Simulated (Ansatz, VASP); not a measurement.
## Two plane-wave programs on P

```
P
1.0
     1.61318   -8.32665    0.00000
     1.61318    8.32665    0.00000
     0.00000    0.00000    4.65789
P
4
Direct
  0.06071 0.93929 0.90437
  0.56071 0.43929 0.59563
  0.93929 0.06071 0.09563
  0.43929 0.56071 0.40437
```

Alike in both runs: task single point; functional BLYP; k mesh 9 × 9 × 6; occupations fermi-dirac, width 0.05 eV; no spin polarisation.

|  | VASP | Ansatz |
| --- | --- | --- |
| version | VASP 6.6.1 | Ansatz 0.2.0 |
| potentials or method | VASP PAW PBE potentials, release 64 (P), cutoff 520 eV | plane waves (420 eV) with PAW, scalar-relativistic |
| valence electrons in the cell | 20 | 20 |

VASP gave:

```
pressure (GPa)                                                : 5.9
traceless stress, the component that is largest in VASP (GPa) : -1.69
```

Task: Which values does Ansatz return?

Result: Pressure (GPa): 6.0; traceless stress, the component that is largest in VASP (GPa): -1.70.

VASP's potentials were made for PBE, not for BLYP. With one functional, cell and mesh, what is left measures potentials, basis and numerics.
